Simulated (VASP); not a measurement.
Set up this calculation in VASP 6.6.1, as the native input.

```
Task                   : single point
Functional             : PBEsol
Potentials or basis    : VASP PAW PBE potentials, release 64 (Ir, O)
Cutoff                 : 600 eV
k mesh                 : 5 × 5 × 7
Occupations            : fermi-dirac, width 0.1 eV
Spin                   : no spin polarisation
Dipole correction      : no
Further INCAR settings : ALGO = Normal; EDIFF = 1e-06; NBANDS = 30
```

The structure of IrO2 lies in POSCAR:

```
IrO2
1.0
    4.5051000000      0.0000000000      0.0000000000
    0.0000000000      4.5051000000      0.0000000000
    0.0000000000      0.0000000000      3.1586000000
Ir O
2 4
Direct
    0.0000000000      0.0000000000      0.0000000000
    0.5000000000      0.5000000000      0.5000000000
    0.3077000000      0.3077000000      0.0000000000
    0.1923000000      0.8077000000      0.5000000000
    0.6923000000      0.6923000000      0.0000000000
    0.8077000000      0.1923000000      0.5000000000
```

The input as run:

INCAR

```
SYSTEM = IrO2
PREC = Accurate
ENCUT = 600
EDIFF = 1E-6
ISMEAR = -1
SIGMA = 0.1
LREAL = .FALSE.
LASPH = .TRUE.
NELM = 120
ALGO = Normal
ISIF = 2
LWAVE = .FALSE.
LCHARG = .FALSE.
GGA = PS
NBANDS = 30
GGA_COMPAT = .FALSE.
```

KPOINTS

```
regular mesh
0
G
  5 5 7
  0 0 0
```

Potentials or basis: VASP PAW PBE potentials, release 64 (Ir, O).

The run is started by

```console
$ cat potpaw_PBE.64/Ir/POTCAR potpaw_PBE.64/O/POTCAR > POTCAR
$ mpirun -np 1 vasp_std > vasp.out
```

Results of the run:

```
Pressure               : -1.8 GPa
Largest force          : 0.147 eV/Å
Band gap on the k mesh : zero (band 21 reaches 6.51 eV, above the bottom of band 22 at 5.80 eV)
```

Caveat: the PAW data sets were made with another functional, which shifts forces and pressure a little; spin-orbit coupling is left out, which moves the levels of the heavy elements.

Wall time 37 s on 1 thread of AMD EPYC 7R13 Processor (Zen 3), on a shared host, peak memory 0.18 GiB.
